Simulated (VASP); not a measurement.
# CaHfS2 (P4/mmm) in VASP: a series of runs

Runs on CaHfS2. Level: PBE. Tasks: single point, relaxation of cell and atoms.

All numbers are computed with VASP 6.6.1; they aren't measurements. Logs are shortened: lines on timing, memory, paths and dates and some standing lists are left out, and cuts for length are marked.

### Step 1. The cell of the first run

The structure is tetragonal, space group P4/mmm (No. 123). The conventional cell has a = 3.778 Å, b = 3.778 Å, c = 6.614 Å, α = 90.00°, β = 90.00°, γ = 90.00°. Ca (site symmetry 4/mmm) has 2 S at 2.00 Å and 4 Hf at 2.67 Å within 2.7 Å. Within 3.5 Å of Hf (site symmetry 4/mmm) lie 4 Ca at 2.67 Å and 8 S at 3.34 Å. Within 2.7 Å of S (site symmetry 4mm) lie 1 Ca at 2.00 Å and 1 S at 2.62 Å.

The cell was built from a structure type or drawn by symmetry, and may not be a known phase.

### Step 2. Single point, PBE

File INCAR:

```
SYSTEM = CaHfS2
PREC = Accurate
ENCUT = 520
EDIFF = 1E-6
ISMEAR = 0
SIGMA = 0.1
LREAL = .FALSE.
LASPH = .TRUE.
NELM = 100
ALGO = Normal
ISIF = 2
LWAVE = .FALSE.
LCHARG = .TRUE.
GGA = PE
LELF = .TRUE.
LVHAR = .TRUE.
NBANDS = 24
```

File KPOINTS:

```
Automatic mesh
0
G
  4 4 4
  0 0 0
```

File POSCAR:

```
CaHfS2
1.0
    3.7783351200      0.0000000000      0.0000000000
    0.0000000000      3.7783351200      0.0000000000
    0.0000000000      0.0000000000      6.6138298000
Ca Hf S
1 1 2
Direct
    0.5000000000      0.5000000000      0.5000000000
    0.0000000000      0.0000000000      0.5000000000
    0.5000000000      0.5000000000      0.8020951500
    0.5000000000      0.5000000000      0.1979048500
```

Potentials or basis: VASP PAW PBE potentials, release 64 (Ca_sv, Hf_pv, S).

Started as:

```sh
$ cat potpaw_PBE.64/Ca_sv/POTCAR potpaw_PBE.64/Hf_pv/POTCAR potpaw_PBE.64/S/POTCAR > POTCAR
$ mpirun -np 1 vasp_std > vasp.out
```

OUTCAR:

```text
SYSTEM = CaHfS2
   PREC = Accurate
   ENCUT = 520
   EDIFF = 1E-6
   ISMEAR = 0
   LREAL = .FALSE.
   LASPH = .TRUE.
   NELM = 100
   ISIF = 2
   GGA = PE

 ion  position               nearest neighbor table
   1  0.500  0.500  0.500-   3 2.00   4 2.00   2 2.67   2 2.67   2 2.67   2 2.67
   2  0.000  0.000  0.500-   1 2.67   1 2.67   1 2.67   1 2.67
   3  0.500  0.500  0.802-   1 2.00   4 2.62
   4  0.500  0.500  0.198-   1 2.00   3 2.62

  LATTYP: Found a simple tetragonal cell.
 ALAT       =     3.7783351200
 C/A-ratio  =     1.7504614043

  Lattice vectors:

 A1 = (   3.7783351200,   0.0000000000,   0.0000000000)
 A2 = (   0.0000000000,   3.7783351200,   0.0000000000)
 A3 = (   0.0000000000,   0.0000000000,   6.6138298000)

Analysis of symmetry for initial positions (statically):
=====================================================================
 Subroutine PRICEL returns:
 Original cell was already a primitive cell.

 Routine SETGRP: Setting up the symmetry group for a
 simple tetragonal supercell.

 Subroutine GETGRP returns: Found 16 space group operations
 (whereof 16 operations were pure point group operations)
 out of a pool of 16 trial point group operations.

The static configuration has the point symmetry D_4h.

Analysis of symmetry for dynamics (positions and initial velocities):
=====================================================================
 Subroutine PRICEL returns:
 Original cell was already a primitive cell.

 Routine SETGRP: Setting up the symmetry group for a
 simple tetragonal supercell.

 Subroutine GETGRP returns: Found 16 space group operations
 (whereof 16 operations were pure point group operations)
 out of a pool of 16 trial point group operations.

The dynamic configuration has the point symmetry D_4h.

 Subroutine INISYM returns: Found 16 space group operations
 (whereof 16 operations are pure point group operations),
 and found     1 'primitive' translations

----------------------------------------------------------------------------------------

                                     Primitive cell

  volume of cell :      94.4178

  direct lattice vectors                    reciprocal lattice vectors
     3.778335120  0.000000000  0.000000000     0.264666836  0.000000000  0.000000000
     0.000000000  3.778335120  0.000000000     0.000000000  0.264666836  0.000000000
     0.000000000  0.000000000  6.613829800     0.000000000  0.000000000  0.151198327

  length of vectors
     3.778335120  3.778335120  6.613829800     0.264666836  0.264666836  0.151198327

  position of ions in fractional coordinates (direct lattice)
     0.500000000  0.500000000  0.500000000
     0.000000000  0.000000000  0.500000000
     0.500000000  0.500000000  0.802095150
     0.500000000  0.500000000  0.197904850

  ion indices of the primitive-cell ions
   primitive index   ion index
                 1           1
                 2           2
                 3           3
                 4           4

----------------------------------------------------------------------------------------

 KPOINTS: Automatic mesh

Automatic generation of k-mesh.
 Grid dimensions read from file:
 generate k-points for:    4    4    4

 Generating k-lattice:

  Cartesian coordinates                     Fractional coordinates (reciprocal lattice)
     0.066166709  0.000000000  0.000000000     0.250000000  0.000000000  0.000000000
     0.000000000  0.066166709  0.000000000     0.000000000  0.250000000  0.000000000
     0.000000000  0.000000000  0.037799582     0.000000000  0.000000000  0.250000000

  Length of vectors
     0.066166709  0.066166709  0.037799582

  Shift w.r.t. Gamma in fractional coordinates (k-lattice)
     0.000000000  0.000000000  0.000000000

 Subroutine IBZKPT returns following result:
 ===========================================

 Found     18 irreducible k-points:

 Following reciprocal coordinates:
            Coordinates               Weight
  0.000000  0.000000  0.000000      1.000000
  0.250000  0.000000  0.000000      4.000000
  0.500000  0.000000  0.000000      2.000000
  0.250000  0.250000  0.000000      4.000000
  0.500000  0.250000  0.000000      4.000000
  0.500000  0.500000  0.000000      1.000000
[... 10 lines left out ...]
  0.500000  0.250000  0.500000      4.000000
  0.500000  0.500000  0.500000      1.000000
   k-points           NKPTS =     18   k-points in BZ     NKDIM =     18   number of bands    NBANDS=     24
   number of dos      NEDOS =    301   number of ions     NIONS =      4
   total plane-waves  NPLWV =  39200
   dimension x,y,z NGX =    28 NGY =   28 NGZ =   50
   dimension x,y,z NGXF=    56 NGYF=   56 NGZF=  100
   ions per type =               1   1   2
   NGX,Y,Z   is equivalent  to a cutoff of  12.32, 12.32, 12.57 a.u.
   NGXF,Y,Z  is equivalent  to a cutoff of  24.64, 24.64, 25.14 a.u.
 SYSTEM =  CaHfS2
   PREC   = accura    normal or accurate (medium, high low for compatibility)
   ISTART =      0    job   : 0-new  1-cont  2-samecut
   ICHARG =      2    charge: 1-file 2-atom 10-const
   ISPIN  =      1    spin polarized calculation?
   LNONCOLLINEAR =      F non collinear calculations
   LSORBIT =      F    spin-orbit coupling
   LASPH  =      T    aspherical Exc in radial PAW
   ENCUT  =  520.0 eV  38.22 Ry    6.18 a.u.   7.03  7.03 12.30*2*pi/ulx,y,z
   NELM   =    100;   NELMIN=  2; NELMDL= -5     # of ELM steps
   EDIFF  = 0.1E-05   stopping-criterion for ELM
   LREAL  =      F    real-space projection
   EDIFFG = 0.1E-04   stopping-criterion for IOM
   NSW    =      0    number of steps for IOM
   IBRION =     -1    ionic relax: 0-MD 1-quasi-New 2-CG
   NFREE  =      0    steps in history (QN), initial steepest desc. (CG)
   ISIF   =      2    stress and relaxation
   ISYM   =      2    0-nonsym 1-usesym 2-fastsym
   POTIM  = 0.5000    time-step for ionic-motion
   TEBEG  =    0.0;   TEEND  =   0.0 temperature during run
   PSTRESS=    0.0 pullay stress
   NELECT =      32.0000    total number of electrons
   NUPDOWN=      -1.0000    fix difference up-down
   EMIN   =  10.00;   EMAX   =-10.00  energy-range for DOS
   EFERMI =   0.00;   METHOD = LEGACY
   ISMEAR =     0;   SIGMA  =   0.10  broadening in eV -4-tet -1-fermi 0-gaus
   EFERMI_NEDOS =   21; number of points for ismear=-14 and -15
   IALGO  =     38    algorithm
   IMIX   =      4    mixing-type and parameters
     AMIX     =   0.40;   BMIX     =  1.00
     AMIX_MAG =   1.60;   BMIX_MAG =  1.00
  volume/ion in A,a.u.               =      23.60       159.29
  Fermi-wavevector in a.u.,A,eV,Ry     =   1.141406  2.156945 17.725776  1.302808
  Thomas-Fermi vector in A             =   2.278106
   LORBIT       =      0    0 simple, 1 ext, 2 COOP (PROOUT), +10 PAW based schemes
   GGA     = PE    functional components
   LHFCALC =     F    Hartree Fock is set to
   AEXX    =    0.0000 exact exchange contribution
   IVDW    =     0    specifies the selected vdW correction
   LEPSILON=     F    determine dielectric tensor
   LRPA    =     F    only Hartree local field effects (RPA)
 non-spin polarized calculation
 Gauss-broadening in eV      SIGMA  =   0.10
  energy-cutoff  :      520.00
  volume of cell :       94.42
 maximum number of plane-waves:      2564
   NGX = 15   NGY = 15   NGZ = 25

 number of electron      31.9999994 magnetization

 Free energy of the ion-electron system (eV)
  ---------------------------------------------------
  ext. energy  EPLUGINS =         0.00000000
  ---------------------------------------------------
  free energy    TOTEN  =       -12.24120694 eV

  energy without entropy =      -12.21306164  energy(sigma->0) =      -12.22713429

 E-fermi :   3.7539     XC(G=0):  -9.2591

 val. band max:        3.6680808046   @ k =   0.5000   0.2500   0.0000
 cond. band min:       3.7755944268   @ k =   0.5000   0.2500   0.2500
 fundamental gap:      0.1075136221
 Fermi energy:         3.7539161220

 k-point     1 :       0.0000    0.0000    0.0000
  band No.  band energies     occupation
      1     -35.3908      2.00000
      2     -28.6419      2.00000
      3     -28.2624      2.00000
      4     -28.2624      2.00000
      5     -18.2303      2.00000
      6     -16.4543      2.00000
[... 16 lines left out ...]
     23      10.3591      0.00000
     24      10.3591      0.00000

 k-point     2 :       0.2500    0.0000    0.0000
  band No.  band energies     occupation
      1     -35.4017      2.00000
      2     -28.6376      2.00000
      3     -28.2514      2.00000
      4     -28.2489      2.00000
      5     -18.2273      2.00000
      6     -16.6161      2.00000
[... 16 lines left out ...]
     23       9.3323      0.00000
     24      10.0100      0.00000

 k-point     3 :       0.5000    0.0000    0.0000
  band No.  band energies     occupation
      1     -35.4127      2.00000
      2     -28.6332      2.00000
      3     -28.2402      2.00000
      4     -28.2354      2.00000
      5     -18.2244      2.00000
      6     -16.7722      2.00000
[... 16 lines left out ...]
     23       7.5801      0.00000
     24       8.6733      0.00000

 k-point     4 :       0.2500    0.2500    0.0000
  band No.  band energies     occupation
      1     -35.3976      2.00000
      2     -28.6338      2.00000
      3     -28.3034      2.00000
      4     -28.2383      2.00000
      5     -18.2179      2.00000
      6     -16.6854      2.00000
[... 16 lines left out ...]
     23       9.2568      0.00000
     24       9.6265      0.00000

 k-point     5 :       0.5000    0.2500    0.0000
  band No.  band energies     occupation
      1     -35.3935      2.00000
      2     -28.6301      2.00000
      3     -28.2926      2.00000
      4     -28.2906      2.00000
      5     -18.2085      2.00000
      6     -16.6514      2.00000
[... 289 lines left out ...]
 k-point    16 :       0.2500    0.2500    0.5000
  band No.  band energies     occupation
      1     -35.3976      2.00000
      2     -28.6339      2.00000
      3     -28.3034      2.00000
      4     -28.2383      2.00000
      5     -18.2276      2.00000
      6     -16.6853      2.00000
[... 16 lines left out ...]
     23       7.5393      0.00000
     24       8.7294      0.00000

 k-point    17 :       0.5000    0.2500    0.5000
  band No.  band energies     occupation
      1     -35.3935      2.00000
      2     -28.6301      2.00000
      3     -28.2926      2.00000
      4     -28.2907      2.00000
      5     -18.2179      2.00000
      6     -16.6513      2.00000
[... 16 lines left out ...]
     23       7.6797      0.00000
     24       8.6348      0.00000

 k-point    18 :       0.5000    0.5000    0.5000
  band No.  band energies     occupation
      1     -35.3742      2.00000
      2     -28.6270      2.00000
      3     -28.3450      2.00000
      4     -28.3450      2.00000
      5     -18.2016      2.00000
      6     -16.5309      2.00000
[... 16 lines left out ...]
     23       8.4580      0.00000
     24       8.4580      0.00000

------------------------ aborting loop because EDIFF is reached ----------------------------------------

  FORCE on cell =-STRESS in cart. coord.  units (eV):
  Direction    XX          YY          ZZ          XY          YZ          ZX
  --------------------------------------------------------------------------------------
  -------------------------------------------------------------------------------------
  Total        6.0247525      6.0247525     26.4231273      0.0000000      0.0000000      0.0000000
  in kB      102.2341113    102.2341113    448.3744275      0.0000000      0.0000000      0.0000000
  external PRESSURE =     217.6142167 kB  Pullay stress =       0.0000000 kB

 VOLUME and BASIS-vectors are now :
 -----------------------------------------------------------------------------
  energy-cutoff  :      520.00
  volume of cell :       94.42
      direct lattice vectors                 reciprocal lattice vectors
     3.778335120  0.000000000  0.000000000     0.264666836  0.000000000  0.000000000
     0.000000000  3.778335120  0.000000000     0.000000000  0.264666836  0.000000000
     0.000000000  0.000000000  6.613829800     0.000000000  0.000000000  0.151198327

 POSITION                                       TOTAL-FORCE (eV/Angst)
 -----------------------------------------------------------------------------------
      1.88917      1.88917      3.30691         0.000000     -0.000000     -0.000000
      0.00000      0.00000      3.30691         0.000000     -0.000000     -0.000000
      1.88917      1.88917      5.30492         0.000000      0.000000      7.297681
      1.88917      1.88917      1.30891         0.000000     -0.000000     -7.297681
 -----------------------------------------------------------------------------------
    total drift:                                0.000000      0.000000      0.000000

  FREE ENERGIE OF THE ION-ELECTRON SYSTEM (eV)
  ---------------------------------------------------
  free  energy   TOTEN  =       -12.2412069383 eV

  energy  without entropy=      -12.2130616377  energy(sigma->0) =      -12.22713429
```

Wall time 70 s (1 thread of Intel Xeon 8259CL, shared host); peak memory 0.21 GiB.

Results:

| Quantity | Value |
| --- | --- |
| Free energy | -12.2412 eV |
| Pressure | 21.8 GPa |
| Largest force | 7.298 eV/Å |
| Band gap on the k mesh | zero (bands 16 and 17 overlap by 1.18 eV) |

Forces in eV/Å, atoms in the order of the input:
```
Ca   0.000  0.000  0.000
Hf   0.000  0.000  0.000
S    0.000  0.000  7.298
S    0.000  0.000 -7.298
```

Levels at points of the mesh, in eV from the Fermi level:
```tsv
k point	band 14	band 15	band 16	band 17	band 18	band 19
(0.00, 0.00, 0.00)	-2.68	-2.01	-2.01	-0.80	0.49	1.50
(0.50, 0.00, 0.00)	-1.86	-0.50	-0.13	0.32	1.15	1.67
(0.50, 0.50, 0.00)	-3.65	-0.82	-0.46	0.58	1.84	1.84
(0.00, 0.00, 0.50)	-2.48	-1.21	-1.21	-1.14	-0.80	0.69
(0.50, 0.00, 0.50)	-1.16	-1.02	-0.19	0.36	0.87	1.14
(0.50, 0.50, 0.50)	-1.83	-0.91	-0.74	-0.45	0.69	0.86
```

Caveat: the k points lie up to 0.42 Å⁻¹ apart, too coarse for converged energies and pressures of a metal; spin-orbit coupling is left out, which moves the levels of the heavy elements; forces of over 1 eV/Å act on the atoms, so gaps and moduli don't describe the material at rest.

### Step 3. Single point, PBE

This run uses another cell than the first one, of 34.09 Å³/atom.

File INCAR:

```
ALGO = Normal
EDIFF = 1E-6
ENCUT = 520
GGA = PE
ISIF = 2
ISMEAR = 0
LASPH = T
LCHARG = F
LREAL = F
LWAVE = F
NBANDS = 24
NELM = 80
PREC = Accurate
SIGMA = 0.1
```

File KPOINTS:

```
k-points
0
Gamma
  4 4 4
```

File POSCAR:

```
CaHfS2
1.0
    4.3971205498      0.0000000000      0.0000000000
    0.0000000000      4.3971205498      0.0000000000
    0.0000000000      0.0000000000      7.0523871382
Ca Hf S
1 1 2
Direct
    0.5000000000      0.5000000000      0.5000000000
    0.0000000000      0.0000000000      0.5000000000
    0.5000000000      0.5000000000      0.8585978868
    0.5000000000      0.5000000000      0.1414021132
```

Potentials or basis: VASP PAW PBE potentials, release 64 (Ca_sv, Hf_pv, S).

Started as:

```sh
$ cat potpaw_PBE.64/Ca_sv/POTCAR potpaw_PBE.64/Hf_pv/POTCAR potpaw_PBE.64/S/POTCAR > POTCAR
$ mpirun -np 1 vasp_std > vasp.out
```

Wall time 2 min (1 thread of Intel Xeon 8259CL, shared host); peak memory 0.28 GiB.

It converged, with:

- Free energy: -16.5691 eV
- Pressure: -0.1 GPa
- Largest force: 0.190 eV/Å
- Band gap on the k mesh: zero (bands 16 and 17 overlap by 0.32 eV)

Forces on the atoms (eV/Å):
```
Ca   0.000  0.000  0.000
Hf   0.000  0.000  0.000
S    0.000  0.000  0.190
S    0.000  0.000 -0.190
```

Stress tensor (GPa, compression positive):
```
-0.08  0.00  0.00
 0.00 -0.08  0.00
 0.00  0.00 -0.28
```

Levels at points of the mesh, in eV from the Fermi level:
| k point | band 13 | band 14 | band 15 | band 16 | band 17 | band 18 | band 19 | band 20 |
| --- | --- | --- | --- | --- | --- | --- | --- | --- |
| (0.00, 0.00, 0.00) | -3.08 | -1.26 | -1.08 | -1.08 | -0.21 | 0.14 | 1.13 | 1.13 |
| (0.50, 0.00, 0.00) | -1.80 | -1.57 | -0.69 | 0.05 | 0.07 | 0.41 | 0.67 | 0.76 |
| (0.50, 0.50, 0.00) | -1.99 | -1.99 | -1.22 | -0.45 | 0.38 | 1.00 | 1.00 | 1.58 |
| (0.00, 0.00, 0.50) | -3.41 | -1.26 | -0.54 | -0.54 | -0.21 | 0.24 | 0.61 | 0.61 |
| (0.50, 0.00, 0.50) | -2.78 | -0.62 | -0.27 | -0.21 | 0.27 | 0.75 | 0.86 | 0.97 |
| (0.50, 0.50, 0.50) | -1.44 | -1.44 | -1.17 | -0.60 | -0.01 | -0.01 | 0.45 | 1.68 |

Caveat: spin-orbit coupling is left out, which moves the levels of the heavy elements.

(Continued in part 2 of 2.)
